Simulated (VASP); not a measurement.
A run of VASP 6.6.1:

INCAR

```
SYSTEM = Ce2MnN3
ALGO = Normal
EDIFF = 1E-6
ENCUT = 520
ISIF = 2
ISMEAR = 0
LASPH = .True.
LCHARG = .False.
LDAU = .True.
LDAUJ = 0.7 0.7 0
LDAUL = 3 2 -1
LDAUPRINT = 1
LDAUTYPE = 1
LDAUU = 5 5 0
LMAXMIX = 6
LREAL = .False.
LWAVE = .False.
NBANDS = 35
NELM = 150
PREC = Accurate
SIGMA = 0.05
```

File KPOINTS:

```
k-points
0
Gamma
  7 7 7
  0 0 0
```

File POSCAR:

```
Ce2MnN3
1.0
   -1.7222500700      1.8749700800      6.2300502700
    1.7222500700     -1.8749700800      6.2300502700
    1.7222500700      1.8749700800     -6.2300502700
Ce Mn N
2 1 3
Direct
    0.3533200000      0.3533200000      0.0000000000
    0.6466800000      0.6466800000      0.0000000000
    0.0000000000      0.0000000000      0.0000000000
    0.5000000000      0.0000000000      0.5000000000
    0.1638000000      0.1638000000      0.0000000000
    0.8362000000      0.8362000000      0.0000000000
```

Potentials or basis: VASP PAW LDA potentials, release 64 (Ce, Mn_pv, N).

The run is started by

```bash
$ cat potpaw_LDA.64/Ce/POTCAR potpaw_LDA.64/Mn_pv/POTCAR potpaw_LDA.64/N/POTCAR > POTCAR
$ mpirun -np 1 vasp_std > vasp.out
```

Hardware: 1 thread of Intel Xeon 6975P-C, on a shared host.

Problem. How long does it take, and how much memory?

Solution. It took 24 min on 1 thread of Intel Xeon 6975P-C, on a shared host, peak memory 0.43 GiB. Counts: scf iterations 44, k points 64.
